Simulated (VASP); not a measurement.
# Sn (Fd-3m) in VASP: a series of runs, part 2 of 2

VASP 6.6.1. Earlier steps stand in the parts before.

## Step 3: Electric field gradients, r2SCAN

This run uses another cell than the first one, of 35.38 Å³/atom.

The input, POSCAR:

```
Sn
1.0
    0.0000000000      3.2827229177      3.2827229177
    3.2827229177      0.0000000000      3.2827229177
    3.2827229177      3.2827229177      0.0000000000
Sn
2
Direct
    0.0000000000      0.0000000000      0.0000000000
    0.2500000000      0.2500000000      0.2500000000
```

The input, INCAR.step1:

```
SYSTEM = Sn
ALGO = Normal
EDIFF = 1E-4
ENCUT = 520
GGA = PE
ISMEAR = 0
LASPH = .True.
LCHARG = .False.
LREAL = .False.
LWAVE = .True.
NBANDS = 21
NELM = 60
PREC = Accurate
SIGMA = 0.05
```

The input, INCAR.step2:

```
SYSTEM = Sn
ALGO = Normal
EDIFF = 1E-8
ENCUT = 520
ISIF = 2
ISMEAR = 0
ISTART = 1
LASPH = .True.
LCHARG = .False.
LEFG = .True.
LMIXTAU = .True.
LREAL = .False.
LWAVE = .False.
METAGGA = R2SCAN
NBANDS = 21
NELM = 60
PREC = Accurate
SIGMA = 0.05
```

The input, KPOINTS:

```
k-points
0
Gamma
  12 12 12
  0 0 0
```

Potentials or basis: VASP PAW PBE potentials, release 64 (Sn_d).

Started as:

```
$ cat potpaw_PBE.64/Sn_d/POTCAR > POTCAR
$ cp INCAR.step1 INCAR
$ mpirun -np 1 vasp_std > vasp.out
$ cp INCAR.step2 INCAR
$ mpirun -np 1 vasp_std > vasp.out
```

OUTCAR:

```text
SYSTEM = Sn
   EDIFF = 1E-8
   ENCUT = 520
   ISIF = 2
   ISMEAR = 0
   ISTART = 1
   LASPH = .True.
   LREAL = .False.
   METAGGA = R2SCAN
   NELM = 60
   PREC = Accurate

 ion  position               nearest neighbor table
   1  0.000  0.000  0.000-   2 2.84   2 2.84   2 2.84   2 2.84
   2  0.250  0.250  0.250-   1 2.84   1 2.84   1 2.84   1 2.84

  LATTYP: Found a face centered cubic cell.
 ALAT       =     6.5654458354

  Lattice vectors:

 A1 = (   0.0000000000,   3.2827229177,   3.2827229177)
 A2 = (   3.2827229177,   0.0000000000,   3.2827229177)
 A3 = (   3.2827229177,   3.2827229177,   0.0000000000)

Analysis of symmetry for initial positions (statically):
=====================================================================
[... 770 lines left out ...]
 -----------------------------------------------------------------------------
  energy-cutoff  :      520.00
  volume of cell :       70.75
      direct lattice vectors                 reciprocal lattice vectors
     0.000000000  3.282722918  3.282722918    -0.152312581  0.152312581  0.152312581
     3.282722918  0.000000000  3.282722918     0.152312581 -0.152312581  0.152312581
     3.282722918  3.282722918  0.000000000     0.152312581  0.152312581 -0.152312581

 POSITION                                       TOTAL-FORCE (eV/Angst)
 -----------------------------------------------------------------------------------
      0.00000      0.00000      0.00000         0.000000      0.000000      0.000000
      1.64136      1.64136      1.64136        -0.000000     -0.000000     -0.000000
 -----------------------------------------------------------------------------------
    total drift:                                0.000000      0.000000      0.000000

  FREE ENERGIE OF THE ION-ELECTRON SYSTEM (eV)
  ---------------------------------------------------
  free  energy   TOTEN  =       -49.4953843197 eV

  energy  without entropy=      -49.4953128206  energy(sigma->0) =      -49.49534857

 Electric field gradients (V/A^2)
---------------------------------------------------------------------
 ion       V_xx      V_yy      V_zz      V_xy      V_xz      V_yz
---------------------------------------------------------------------
   1       0.000    -0.000    -0.000     0.002     0.002     0.002
   2       0.000    -0.000     0.000     0.002     0.002     0.002
---------------------------------------------------------------------

 Electric field gradients after diagonalization (V/A^2)
 (convention: |V_zz| > |V_xx| > |V_yy|)
----------------------------------------------------------------------
 ion       V_xx      V_yy      V_zz     asymmetry (V_yy - V_xx)/ V_zz
----------------------------------------------------------------------
   1      -0.002    -0.002     0.003       0.000
   2      -0.002    -0.002     0.003       0.000
----------------------------------------------------------------------

           NMR quadrupolar parameters

 Cq : quadrupolar parameter    Cq=e*Q*V_zz/h
 eta: asymmetry parameters     (V_yy - V_xx)/ V_zz
 Q  : nuclear electric quadrupole moment in mb (millibarn)
----------------------------------------------------------------------
 ion       Cq(MHz)       eta       Q (mb)
----------------------------------------------------------------------
   1       0.000       0.000       1.000
   2       0.000       0.000       1.000
----------------------------------------------------------------------
```

OSZICAR.step1:

```text
N       E                     dE             d eps       ncg     rms          rms(c)
DAV:   1     0.229255986753E+03    0.22926E+03   -0.14453E+04  3054   0.188E+03
DAV:   2     0.173442856129E+02   -0.21191E+03   -0.20788E+03  3049   0.449E+02
DAV:   3    -0.689356258552E+01   -0.24238E+02   -0.24109E+02  3524   0.140E+02
DAV:   4    -0.769785733388E+01   -0.80429E+00   -0.80391E+00  3439   0.285E+01
DAV:   5    -0.773101933116E+01   -0.33162E-01   -0.33161E-01  4479   0.539E+00    0.307E+00
DAV:   6    -0.769381351088E+01    0.37206E-01   -0.27011E-02  4059   0.204E+00    0.179E+00
DAV:   7    -0.767629394911E+01    0.17520E-01   -0.41631E-02  3264   0.212E+00    0.158E-01
DAV:   8    -0.767805269336E+01   -0.17587E-02   -0.54276E-03  3399   0.809E-01    0.514E-02
DAV:   9    -0.767847091313E+01   -0.41822E-03   -0.50800E-04  2698   0.142E-01    0.118E-02
DAV:  10    -0.767849086355E+01   -0.19950E-04   -0.38615E-05  2783   0.546E-02
   1 F= -.76784909E+01 E0= -.76782446E+01  d E =-.492554E-03
```

Wall time 6.5 min (1 thread of AMD EPYC 9R45 (Zen 5), shared host); peak memory 0.23 GiB.

Results:

- Free energy: -49.4954 eV
- Pressure: 0.0 GPa
- Band gap on the k mesh: zero (filled and empty bands touch)
- Largest electric field gradient by atom: under 0.05 V/Å² on every atom

Caveat: the PAW data sets were made with another functional, which shifts forces and pressure a little; spin-orbit coupling is left out, which moves the levels of the heavy elements.
